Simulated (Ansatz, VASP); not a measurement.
# SnSe2 in VASP and in Ansatz

```
CELL_PARAMETERS angstrom
3.77218 -0.03710 -0.00044
-1.91822 3.35258 -0.00946
-0.00070 -0.01800 6.13728
ATOMIC_POSITIONS crystal
Sn 0.00000 0.00000 0.00000
Se 0.66667 0.33333 0.75100
Se 0.33333 0.66667 0.24900
```

Change from the starting cell: cell strained at random at fixed volume.

Alike in both runs: functional LDA; k mesh 6 × 6 × 4; occupations gaussian, width 0.025 eV; non-collinear spin, spin-orbit coupling.

|  | VASP | Ansatz |
| --- | --- | --- |
| version | VASP 6.6.1 | Ansatz 0.2.0 |
| potentials or method | VASP PAW LDA potentials, release 64 (Sn_d, Se), cutoff 500 eV | all-electron LAPW, point nuclei |
| task | single point | band structure |

Ansatz gave:

```
pressure (GPa)                                                : 0.9
traceless stress, the component that is largest in VASP (GPa) : -1.22
rms of the force components (eV/Å)                            : 0.222
net moment per atom (μB)                                      : 0.00
```

Task: Which values does VASP return?

Result: Pressure (GPa): 1.1; traceless stress, the component that is largest in VASP (GPa): -1.22; rms of the force components (eV/Å): 0.237; net moment per atom (μB): 0.00.

LDA's correlation is that of Perdew and Zunger in VASP and of Perdew and Wang (1992) in Ansatz. Atom by atom the forces differ by 0.015 eV/Å (rms over components). Ansatz ran all-electron here, and VASP with PAW potentials.
